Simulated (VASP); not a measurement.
Crystal: MnS.

```
CELL_PARAMETERS angstrom
0.00000 2.60450 2.60450
2.60450 0.00000 2.60450
2.60450 2.60450 0.00000
ATOMIC_POSITIONS crystal
Mn 0.00000 0.00000 0.00000
S 0.50000 0.50000 0.50000
```

- Program: VASP 6.6.1
- Task: relaxation of cell and atoms
- Functional: LDA
- Potentials or basis: VASP PAW LDA potentials, release 64 (Mn_pv, S)
- Cutoff: 600 eV
- k mesh: 9 × 9 × 9
- Occupations: fermi-dirac, width 0.05 eV
- Spin: collinear spin, ferromagnetic start
- Starting moments: [4.0, 0.0] μB
- Hubbard terms: Mn d U = 3.0 eV

At the start: pressure -4.0 GPa; volume 17.67 Å³/atom.

Problem. How do energy, volume and symmetry change on relaxing?

Solution. Over 3 steps the energy falls by 12.2 meV/atom and the volume is 16.69 Å³/atom (-5.5 %); space group Fm-3m (No. 225, to 0.05 Å); moment 4.91 μB per cell.

The path:
| step | energy change (eV) | largest force (eV/Å) | pressure (GPa) | volume (Å³) |
| --- | --- | --- | --- | --- |
| 1 | 0.0000 | 0.0000 | -3.97 | 35.33 |
| 2 | -0.0240 | 0.0000 | 0.49 | 33.14 |
| 3 | -0.0244 | 0.0000 | 0.00 | 33.37 |

Final structure:
```
CELL_PARAMETERS angstrom
0.00000 2.55542 2.55542
2.55542 0.00000 2.55542
2.55542 2.55542 0.00000
ATOMIC_POSITIONS crystal
Mn 0.00000 0.00000 0.00000
S 0.50000 0.50000 0.50000
```

Caveat: a cell with one magnetic atom can't hold antiferromagnetic order, which such compounds often take.
